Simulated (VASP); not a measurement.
# CdSe (F-43m) in VASP: a series of runs

Runs on CdSe. Level: PBE. Tasks: relaxation of cell and atoms.

Everything below comes from runs of VASP 6.6.1. Logs are shortened: lines on timing, memory, paths and dates and some standing lists are left out, and cuts for length are marked.

## (1) The cell of the first run

The structure is cubic, space group F-43m (No. 216). Conventional cell: a = 6.141 Å, b = 6.141 Å, c = 6.141 Å, α = 90.00°, β = 90.00°, γ = 90.00°. Cd (site symmetry -43m) has 4 Se at 2.66 Å within 3.5 Å. Within 3.5 Å of Se (site symmetry -43m) lie 4 Cd at 2.66 Å.

## (2) Relaxation of cell and atoms, PBE

INCAR

```
SYSTEM = CdSe
PREC     = Accurate       ! precision mode
ENCUT    = 500            ! plane-wave cutoff, eV
EDIFF    = 1E-7           ! SCF threshold, eV
ISMEAR   = 0              ! smearing method
SIGMA    = 0.01           ! smearing width, eV
LREAL    = .False.        ! projectors in reciprocal space
LASPH    = .True.         ! aspherical terms in the spheres
NELM     = 120            ! most SCF steps
ALGO     = Normal         ! electronic algorithm
ISIF     = 3              ! what is computed and relaxed
LWAVE    = .False.        ! write WAVECAR
LCHARG   = .False.        ! write CHGCAR
GGA      = PE             ! functional
IBRION   = 2              ! ionic algorithm
NSW      = 100            ! ionic steps
EDIFFG   = -0.01          ! ionic threshold
GGA_COMPAT= .False.      
NELMIN   = 4
```

KPOINTS

```
regular mesh
0
Gamma
  6 6 6
  0 0 0
```

POSCAR

```
CdSe
1.0
    0.0000000000      3.0702710000      3.0702710000
    3.0702710000      0.0000000000      3.0702710000
    3.0702710000      3.0702710000      0.0000000000
Cd Se
1 1
Direct
    0.0000000000      0.0000000000      0.0000000000
    0.2500000000      0.2500000000      0.2500000000
```

Potentials or basis: VASP PAW PBE potentials, release 64 (Cd, Se).

Command:

```console
$ cat potpaw_PBE.64/Cd/POTCAR potpaw_PBE.64/Se/POTCAR > POTCAR
$ mpirun -np 1 vasp_std > vasp.out
```

OUTCAR:

```text
SYSTEM = CdSe
   PREC = Accurate
   ENCUT = 500
   EDIFF = 1E-7
   ISMEAR = 0
   LREAL = .False.
   LASPH = .True.
   NELM = 120
   ISIF = 3
   GGA = PE
   IBRION = 2
   NSW = 100
   EDIFFG = -0.01
   NELMIN = 4

 ion  position               nearest neighbor table
   1  0.000  0.000  0.000-   2 2.66   2 2.66   2 2.66   2 2.66
   2  0.250  0.250  0.250-   1 2.66   1 2.66   1 2.66   1 2.66

  LATTYP: Found a face centered cubic cell.
 ALAT       =     6.1405420000

  Lattice vectors:

 A1 = (   0.0000000000,   3.0702710000,   3.0702710000)
 A2 = (   3.0702710000,   0.0000000000,   3.0702710000)
 A3 = (   3.0702710000,   3.0702710000,   0.0000000000)

Analysis of symmetry for initial positions (statically):
=====================================================================
 Subroutine PRICEL returns:
 Original cell was already a primitive cell.

 Routine SETGRP: Setting up the symmetry group for a
 face centered cubic supercell.

 Subroutine GETGRP returns: Found 24 space group operations
 (whereof 24 operations were pure point group operations)
 out of a pool of 48 trial point group operations.

The static configuration has the point symmetry T_d .

Analysis of symmetry for dynamics (positions and initial velocities):
=====================================================================
 Subroutine PRICEL returns:
 Original cell was already a primitive cell.

 Routine SETGRP: Setting up the symmetry group for a
 face centered cubic supercell.

 Subroutine GETGRP returns: Found 24 space group operations
 (whereof 24 operations were pure point group operations)
 out of a pool of 48 trial point group operations.

The dynamic configuration has the point symmetry T_d .

 Subroutine INISYM returns: Found 24 space group operations
 (whereof 24 operations are pure point group operations),
 and found     1 'primitive' translations

----------------------------------------------------------------------------------------

                                     Primitive cell

  volume of cell :      57.8842

  direct lattice vectors                    reciprocal lattice vectors
     0.000000000  3.070271000  3.070271000    -0.162852074  0.162852074  0.162852074
     3.070271000  0.000000000  3.070271000     0.162852074 -0.162852074  0.162852074
     3.070271000  3.070271000  0.000000000     0.162852074  0.162852074 -0.162852074

  length of vectors
     4.342018888  4.342018888  4.342018888     0.282068066  0.282068066  0.282068066

  position of ions in fractional coordinates (direct lattice)
     0.000000000  0.000000000  0.000000000
     0.250000000  0.250000000  0.250000000

  ion indices of the primitive-cell ions
   primitive index   ion index
                 1           1
                 2           2

----------------------------------------------------------------------------------------

 KPOINTS: regular mesh

Automatic generation of k-mesh.
 Grid dimensions read from file:
 generate k-points for:    6    6    6

 Generating k-lattice:

  Cartesian coordinates                     Fractional coordinates (reciprocal lattice)
    -0.027142012  0.027142012  0.027142012     0.166666667  0.000000000  0.000000000
     0.027142012 -0.027142012  0.027142012     0.000000000  0.166666667  0.000000000
     0.027142012  0.027142012 -0.027142012     0.000000000  0.000000000  0.166666667

  Length of vectors
     0.047011344  0.047011344  0.047011344

  Shift w.r.t. Gamma in fractional coordinates (k-lattice)
     0.000000000  0.000000000  0.000000000

 Subroutine IBZKPT returns following result:
 ===========================================

 Found     16 irreducible k-points:

 Following reciprocal coordinates:
            Coordinates               Weight
  0.000000  0.000000  0.000000      1.000000
  0.166667  0.000000  0.000000      8.000000
  0.333333  0.000000  0.000000      8.000000
  0.500000  0.000000  0.000000      4.000000
  0.166667  0.166667  0.000000      6.000000
  0.333333  0.166667  0.000000     24.000000
[... 8 lines left out ...]
 -0.333333  0.333333  0.166667     24.000000
 -0.333333  0.500000  0.166667     12.000000
   k-points           NKPTS =     16   k-points in BZ     NKDIM =     16   number of bands    NBANDS=     13
   number of dos      NEDOS =    301   number of ions     NIONS =      2
   total plane-waves  NPLWV =  32768
   dimension x,y,z NGX =    32 NGY =   32 NGZ =   32
   dimension x,y,z NGXF=    64 NGYF=   64 NGZF=   64
   ions per type =               1   1
   NGX,Y,Z   is equivalent  to a cutoff of  12.25, 12.25, 12.25 a.u.
   NGXF,Y,Z  is equivalent  to a cutoff of  24.50, 24.50, 24.50 a.u.
 SYSTEM =  CdSe
   PREC   = accura    normal or accurate (medium, high low for compatibility)
   ISTART =      0    job   : 0-new  1-cont  2-samecut
   ICHARG =      2    charge: 1-file 2-atom 10-const
   ISPIN  =      1    spin polarized calculation?
   LNONCOLLINEAR =      F non collinear calculations
   LSORBIT =      F    spin-orbit coupling
   LASPH  =      T    aspherical Exc in radial PAW
   ENCUT  =  500.0 eV  36.75 Ry    6.06 a.u.   7.92  7.92  7.92*2*pi/ulx,y,z
   NELM   =    120;   NELMIN=  4; NELMDL= -5     # of ELM steps
   EDIFF  = 0.1E-06   stopping-criterion for ELM
   LREAL  =      F    real-space projection
   EDIFFG = -.1E-01   stopping-criterion for IOM
   NSW    =    100    number of steps for IOM
   IBRION =      2    ionic relax: 0-MD 1-quasi-New 2-CG
   NFREE  =      1    steps in history (QN), initial steepest desc. (CG)
   ISIF   =      3    stress and relaxation
   ISYM   =      2    0-nonsym 1-usesym 2-fastsym
   POTIM  = 0.5000    time-step for ionic-motion
   TEBEG  =    0.0;   TEEND  =   0.0 temperature during run
   PSTRESS=    0.0 pullay stress
   NELECT =      18.0000    total number of electrons
   NUPDOWN=      -1.0000    fix difference up-down
   EMIN   =  10.00;   EMAX   =-10.00  energy-range for DOS
   EFERMI =   0.00;   METHOD = LEGACY
   ISMEAR =     0;   SIGMA  =   0.01  broadening in eV -4-tet -1-fermi 0-gaus
   EFERMI_NEDOS =   21; number of points for ismear=-14 and -15
   IALGO  =     38    algorithm
   IMIX   =      4    mixing-type and parameters
     AMIX     =   0.40;   BMIX     =  1.00
     AMIX_MAG =   1.60;   BMIX_MAG =  1.00
  volume/ion in A,a.u.               =      28.94       195.31
  Fermi-wavevector in a.u.,A,eV,Ry     =   1.109121  2.095935 16.737201  1.230150
  Thomas-Fermi vector in A             =   2.245657
   LORBIT       =      0    0 simple, 1 ext, 2 COOP (PROOUT), +10 PAW based schemes
   GGA     = PE    functional components
   LHFCALC =     F    Hartree Fock is set to
   AEXX    =    0.0000 exact exchange contribution
   IVDW    =     0    specifies the selected vdW correction
   LEPSILON=     F    determine dielectric tensor
   LRPA    =     F    only Hartree local field effects (RPA)
 conjugate gradient relaxation of ions
 non-spin polarized calculation
 Gauss-broadening in eV      SIGMA  =   0.01
  energy-cutoff  :      500.00
  volume of cell :       57.88
 maximum number of plane-waves:      1484
   NGX = 15   NGY = 15   NGZ = 15

--------------------------------------- Ionic step        1  -------------------------------------------

 number of electron      18.0000008 magnetization

 Free energy of the ion-electron system (eV)
  ---------------------------------------------------
  ext. energy  EPLUGINS =         0.00000000
  ---------------------------------------------------
  free energy    TOTEN  =        -5.48651927 eV

  energy without entropy =       -5.48651927  energy(sigma->0) =       -5.48651927

------------------------ aborting loop because EDIFF is reached ----------------------------------------

  FORCE on cell =-STRESS in cart. coord.  units (eV):
  Direction    XX          YY          ZZ          XY          YZ          ZX
  --------------------------------------------------------------------------------------
  -------------------------------------------------------------------------------------
  Total        0.5683129      0.5683129      0.5683129      0.0000000      0.0000000     -0.0000000
  in kB       15.7303348     15.7303348     15.7303348      0.0000000      0.0000000     -0.0000000
  external PRESSURE =      15.7303348 kB  Pullay stress =       0.0000000 kB

 VOLUME and BASIS-vectors are now :
 -----------------------------------------------------------------------------
  energy-cutoff  :      500.00
  volume of cell :       57.88
      direct lattice vectors                 reciprocal lattice vectors
     0.000000000  3.070271000  3.070271000    -0.162852074  0.162852074  0.162852074
     3.070271000  0.000000000  3.070271000     0.162852074 -0.162852074  0.162852074
     3.070271000  3.070271000  0.000000000     0.162852074  0.162852074 -0.162852074
[... 37 lines left out ...]
 POSITION                                       TOTAL-FORCE (eV/Angst)
 -----------------------------------------------------------------------------------
      3.11236      3.11236      0.00000         0.000000      0.000000      0.000000
      1.55618      1.55618      1.55618        -0.000000     -0.000000     -0.000000
 -----------------------------------------------------------------------------------
    total drift:                                0.000000      0.000000      0.000000

  FREE ENERGIE OF THE ION-ELECTRON SYSTEM (eV)
  ---------------------------------------------------
  free  energy   TOTEN  =        -5.4949655079 eV

  energy  without entropy=       -5.4949655079  energy(sigma->0) =       -5.49496551

--------------------------------------- Ionic step        3  -------------------------------------------

 number of electron      18.0000005 magnetization

 Free energy of the ion-electron system (eV)
  ---------------------------------------------------
  ext. energy  EPLUGINS =         0.00000000
  ---------------------------------------------------
  free energy    TOTEN  =        -5.49558086 eV

  energy without entropy =       -5.49558086  energy(sigma->0) =       -5.49558086

 E-fermi :   0.5805     XC(G=0):  -8.6100

 val. band max:        0.4808031580   @ k =   0.0000   0.0000   0.0000
 cond. band min:       0.9612439787   @ k =   0.0000   0.0000   0.0000
 fundamental gap:      0.4804408207
 Fermi energy:         0.5805427165

 k-point     1 :       0.0000    0.0000    0.0000
  band No.  band energies     occupation
      1     -11.7892      2.00000
      2      -7.2719      2.00000
      3      -7.2719      2.00000
      4      -7.2719      2.00000
      5      -6.9596      2.00000
      6      -6.9596      2.00000
      7       0.4808      2.00000
      8       0.4808      2.00000
      9       0.4808      2.00000
     10       0.9612      0.00000
     11       6.4052      0.00000
     12       6.4052      0.00000
     13       6.4052      0.00000

 k-point     2 :       0.1667    0.0000    0.0000
  band No.  band energies     occupation
      1     -11.7098      2.00000
      2      -7.2476      2.00000
      3      -7.2476      2.00000
      4      -7.1908      2.00000
      5      -6.9601      2.00000
      6      -6.9601      2.00000
      7      -1.1498      2.00000
      8       0.2948      2.00000
      9       0.2948      2.00000
     10       2.2645      0.00000
     11       6.1406      0.00000
[... 246 lines left out ...]
 POSITION                                       TOTAL-FORCE (eV/Angst)
 -----------------------------------------------------------------------------------
      0.00000      0.00000      0.00000         0.000000      0.000000      0.000000
      1.55174      1.55174      1.55174        -0.000000     -0.000000     -0.000000
 -----------------------------------------------------------------------------------
    total drift:                                0.000000      0.000000      0.000000

  FREE ENERGIE OF THE ION-ELECTRON SYSTEM (eV)
  ---------------------------------------------------
  free  energy   TOTEN  =        -5.4955808597 eV

  energy  without entropy=       -5.4955808597  energy(sigma->0) =       -5.49558086

 reached required accuracy - stopping structural energy minimisation
```

It took 15 s on 1 thread of Intel Xeon 6975P-C (Granite Rapids), shared host; peak memory 0.18 GiB.

Results:

| Quantity | Value |
| --- | --- |
| Free energy | -5.4956 eV |
| Relaxed volume | 29.89 Å³/atom |
| Relaxed cell | a = 4.389 Å, b = 4.389 Å, c = 4.389 Å, α = 60.00°, β = 60.00°, γ = 60.00° |
| Space group after relaxing (to 0.1 Å) | F-43m (No. 216) |
| Energy gained by relaxing | 4.5 meV/atom |
| Ionic steps | 3 |
| Pressure after relaxing | 0.0 GPa |
| Band gap on the k mesh | 0.48 eV |

The path:
| step | energy change (eV) | largest force (eV/Å) | pressure (GPa) | volume (Å³) |
| --- | --- | --- | --- | --- |
| 1 | 0.0000 | 0.0000 | 1.57 | 57.88 |
| 2 | -0.0084 | 0.0000 | -0.38 | 60.30 |
| 3 | -0.0091 | 0.0000 | 0.00 | 59.78 |

Final structure:
```cif
data_structure
_symmetry_space_group_name_H-M 'P 1'
_symmetry_Int_Tables_number 1
_cell_length_a 4.3890
_cell_length_b 4.3890
_cell_length_c 4.3890
_cell_angle_alpha 60.000
_cell_angle_beta 60.000
_cell_angle_gamma 60.000
_cell_volume 59.78
loop_
_atom_site_label
_atom_site_type_symbol
_atom_site_fract_x
_atom_site_fract_y
_atom_site_fract_z
_atom_site_occupancy
Cd1 Cd 0.00000 0.00000 0.00000 1
Se1 Se 0.25000 0.25000 0.25000 1
```

Levels at points of the mesh, in eV from the valence-band top:
| k point | band 6 | band 7 | band 8 | band 9 | band 10 | band 11 | band 12 | band 13 |
| --- | --- | --- | --- | --- | --- | --- | --- | --- |
| (0.00, 0.00, 0.00) | -7.44 | 0.00 | 0.00 | 0.00 | 0.48 | 5.92 | 5.92 | 5.92 |
| (0.50, 0.00, 0.00) | -7.19 | -4.05 | -0.67 | -0.67 | 2.31 | 6.42 | 6.42 | 7.24 |
| (0.50, 0.50, 0.00) | -7.13 | -3.81 | -1.66 | -1.66 | 3.24 | 3.68 | 8.84 | 9.85 |

## (3) Relaxation of cell and atoms, PBE, target pressure 2 GPa, at which the enthalpy is minimised

INCAR

```
PREC = Accurate ; ENCUT = 500
EDIFF = 1E-7 ; ISMEAR = 0
SIGMA = 0.01 ; LREAL = False
LASPH = True ; NELM = 120
ALGO = Normal ; ISIF = 3
LWAVE = False ; LCHARG = False
GGA = PE ; IBRION = 2
NSW = 100 ; EDIFFG = -0.01
PSTRESS = 20.0 ; GGA_COMPAT = False
NELMIN = 4
```

KPOINTS

```
regular mesh
0
Gamma
  6 6 6
```

POSCAR is that of step 2.

Potentials or basis: VASP PAW PBE potentials, release 64 (Cd, Se).

Command:

```console
$ cat potpaw_PBE.64/Cd/POTCAR potpaw_PBE.64/Se/POTCAR > POTCAR
$ mpirun -np 1 vasp_std > vasp.out
```

Run time: 13 s. Hardware: 1 thread of Intel Xeon 6975P-C (Granite Rapids), shared host; peak memory 0.18 GiB.

Results (log left out):

```
Free energy                                                : -5.4814 eV
Relaxed volume                                             : 28.71 Å³/atom
Relaxed cell                                               : a = 4.330 Å, b = 4.330 Å, c = 4.330 Å, α = 60.00°, β = 60.00°, γ = 60.00°
Space group after relaxing (to 0.1 Å)                      : F-43m (No. 216)
Energy change on relaxing (the run minimises the enthalpy) : +2.6 meV/atom
Ionic steps                                                : 3
Pressure after relaxing                                    : 2.0 GPa
Band gap on the k mesh                                     : 0.56 eV
```

The path:
```csv
step,energy change (eV),largest force (eV/Å),pressure (GPa),volume (Å³)
1,0.0000,0.0000,1.57,57.88
2,0.0075,0.0000,2.18,57.24
3,0.0051,0.0000,2.00,57.42
```

Final structure:
```xyz
2
Lattice="0.0000 3.0621 3.0621 3.0621 0.0000 3.0621 3.0621 3.0621 0.0000" Properties=species:S:1:pos:R:3 pbc="T T T"
Cd    0.0000    0.0000    0.0000
Se    1.5310    1.5310    1.5310
```

Levels at points of the mesh, in eV from the valence-band top:
```tsv
k point	band 6	band 7	band 8	band 9	band 10	band 11	band 12	band 13
(0.00, 0.00, 0.00)	-7.52	0.00	0.00	0.00	0.56	5.93	5.93	5.93
(0.50, 0.00, 0.00)	-7.24	-4.27	-0.72	-0.72	2.37	6.44	6.44	7.36
(0.50, 0.50, 0.00)	-7.18	-3.99	-1.78	-1.78	3.17	3.74	9.02	10.09
```

Caveat: the cell is relaxed towards a set pressure, so the run minimises the enthalpy, not the energy.

[end of part 1 of 2]
